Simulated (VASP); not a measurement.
Here is a VASP 6.6.1 calculation.

File INCAR:

```
ALGO = Normal ; EDIFF = 1E-6
ENCUT = 910 ; GGA = PE
GGA_COMPAT = False ; ISIF = 2
ISMEAR = -1 ; LASPH = True
LCHARG = False ; LREAL = Auto
LWAVE = False ; NBANDS = 63
NELM = 120 ; PREC = Accurate
SIGMA = 0.02
```

KPOINTS

```
k-points
0
Gamma
  1 1 1
```

The input POSCAR:

```
CSO
1.0
    7.6528630000      0.0000000000      0.0000000000
    0.0000000000      7.6528630000      0.0000000000
    0.0000000000      0.0000000000      7.6528630000
O C S
6 6 6
Direct
    0.5732495146      0.7883846869      0.0218480326
    0.7738149762      0.1121671719     -0.0122176498
    0.5502646526      0.0560705190      0.6367290255
    0.7461651933      0.3458444245      0.3997458206
    0.4850210960      0.4073377506      1.0149142876
    0.8505052292      0.7633483051      0.6756817677
    0.6238449584      0.8052019225      0.1674928716
    0.8981997979      0.0480081768      0.0582004408
    0.4129173618     -0.0027702051      0.6349519128
    0.8966970923      0.3573564560      0.4348045954
    0.4727773122      0.4420959842      0.8675315369
    0.8779720740      0.6617262063      0.7918213092
    0.6752374896      0.8233650596      0.3651574581
    1.0828104462     -0.0130408711      0.1370075487
    0.2083272626     -0.0436176631      0.6125550660
    1.1013917275      0.3654318652      0.4602983223
    0.4826690351      0.4483028116      0.6562249971
    0.8857730760      0.5096393337      0.9451756813
```

Potentials or basis: VASP PAW PBE potentials, release 64 (O_h, C_h, S).

Command:

```bash
$ cat potpaw_PBE.64/O_h/POTCAR potpaw_PBE.64/C_h/POTCAR potpaw_PBE.64/S/POTCAR > POTCAR
$ mpirun -np 1 vasp_gam > vasp.out
```

(1) Predict the band gap on the k mesh.

(2) What does it give for the pressure?

Results:

(1) 3.83 eV.

(2) -1.6 GPa.

Caveat: the k points lie up to 0.82 Å⁻¹ apart; the cutoff is under 1.25 times the usual one of these potentials, so pressure, stress and relaxed cells hold a basis-set (Pulay) error.
